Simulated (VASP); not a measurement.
Wanted: the native input for a VASP 6.6.1 run.

```
Task                   : relaxation of cell and atoms
Functional             : PBE
Potentials or basis    : VASP PAW PBE potentials, release 64 (Cd, S)
Cutoff                 : 600 eV
k mesh                 : 10 × 10 × 6
Occupations            : fermi-dirac, width 0.05 eV
Spin                   : no spin polarisation
Target pressure        : 11 GPa
Dipole correction      : no
Further INCAR settings : ALGO = Normal; EDIFF = 1e-06; IBRION = 2; EDIFFG = -0.005; NSW = 60; ISIF = 3
```

The structure of CdS (NiAs type) lies in POSCAR:

```
CdS
1.0
    3.8071285153      0.0000000000      0.0000000000
   -1.9035642576      3.2970700097      0.0000000000
    0.0000000000      0.0000000000      5.9010491986
Cd S
2 2
Direct
    0.0000000000      0.0000000000      0.0000000000
    0.0000000000      0.0000000000      0.5000000000
    0.3333333333      0.6666666667      0.2500000000
    0.6666666667      0.3333333333      0.7500000000
```

The input as run:

INCAR

```
  PREC = Accurate
  ENCUT = 600
  EDIFF = 1E-6
  ISMEAR = -1
  SIGMA = 0.05
  LREAL = False
  LASPH = True
  NELM = 100
  ALGO = Normal
  ISIF = 3
  LWAVE = False
  LCHARG = False
  GGA = PE
  IBRION = 2
  NSW = 60
  EDIFFG = -0.005
  PSTRESS = 110.0
```

KPOINTS

```
Automatic mesh
0
Gamma
  10 10 6
```

Potentials or basis: VASP PAW PBE potentials, release 64 (Cd, S).

Command:

```bash
$ cat potpaw_PBE.64/Cd/POTCAR potpaw_PBE.64/S/POTCAR > POTCAR
$ mpirun -np 1 vasp_std > vasp.out
```

It gave:

```json
{
  "Relaxed volume": "18.83 Å³/atom",
  "Relaxed cell": "a = 3.715 Å, b = 3.715 Å, c = 6.300 Å, α = 90.00°, β = 90.00°, γ = 120.00°",
  "Space group after relaxing (to 0.1 Å)": "P6_3/mmc (No. 194)",
  "Energy change on relaxing (the run minimises the enthalpy)": "-50.2 meV/atom",
  "Ionic steps": "8",
  "Pressure after relaxing": "11.0 GPa",
  "Band gap on the k mesh": "1.03 eV"
}
```

Caveat: the cell is relaxed towards a set pressure, so the run minimises the enthalpy, not the energy.

Wall time 6.5 min on 1 thread of Intel(R) Xeon(R) Platinum 8259CL CPU @ 2.50GHz (Skylake/Cascade Lake), with other jobs on the host, peak memory 0.27 GiB.
